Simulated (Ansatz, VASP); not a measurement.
One calculation of ZnS, two programs

INCAR

```
SYSTEM = ZnS
PREC = Accurate
ENCUT = 520
EDIFF = 1E-7
ISMEAR = 0
SIGMA = 0.05
LREAL = .FALSE.
LASPH = .TRUE.
NELM = 60
ALGO = Normal
ISIF = 2
LWAVE = .FALSE.
LCHARG = .TRUE.
GGA = PE
LELF = .TRUE.
LVHAR = .TRUE.
NBANDS = 16
```

File KPOINTS:

```
Automatic mesh
0
G
  10 10 10
  0 0 0
```

File POSCAR:

```
ZnS
1.0
    1.4311214184      3.5778035460      3.5778035460
    3.5778035460      1.4311214184      3.5778035460
    3.5778035460      3.5778035460      1.4311214184
Zn S
1 1
Direct
    0.0000000000      0.0000000000      0.0000000000
    0.7500000000      0.7500000000      0.7500000000
```

Input for Ansatz:

```yaml
crystal:
  lattice:
    - [1.4311214184, 3.577803546, 3.577803546]
    - [3.577803546, 1.4311214184, 3.577803546]
    - [3.577803546, 3.577803546, 1.4311214184]
  atoms:
    - { symbol: Zn, position: [0.0, 0.0, 0.0] }
    - { symbol: S, position: [0.75, 0.75, 0.75] }
basis:
  ecutwfc: 420
kpoints:
  mp_grid: { grid: [10, 10, 10] }
hamiltonian:
  xc: pbe
scf:
  occupations: { method: gaussian, width: 0.05 }
output:
  forces: true
  stress: true
  eigenvalues: true
```

Alike in both runs: task single point; functional PBE; k mesh 10 × 10 × 10; occupations gaussian, width 0.05 eV; no spin polarisation.

```csv
,VASP,Ansatz
version,VASP 6.6.1,Ansatz 0.2.0
potentials or method,"VASP PAW PBE potentials, release 64 (Zn, S), cutoff 520 eV","scalar-relativistic, plane waves, PAW"
valence electrons in the cell,18,18
```

|  | VASP | Ansatz | Ansatz less VASP |
| --- | --- | --- | --- |
| gap on the k mesh at the Fermi level (eV) | none | none | - |
| pressure (GPa) | 24.3 | 24.2 | -0.12 |
| traceless stress, the component that is largest in VASP (GPa) | -8.75 | -8.79 | -0.043 |
| rms of the force components (eV/Å) | 1.263 | 1.238 | -0.0247 |

Atom by atom the forces differ by 0.025 eV/Å (rms over components). A gap of «none» marks a metal or a gap that the smearing closes. With one functional, cell and mesh, what is left measures potentials, basis and numerics.
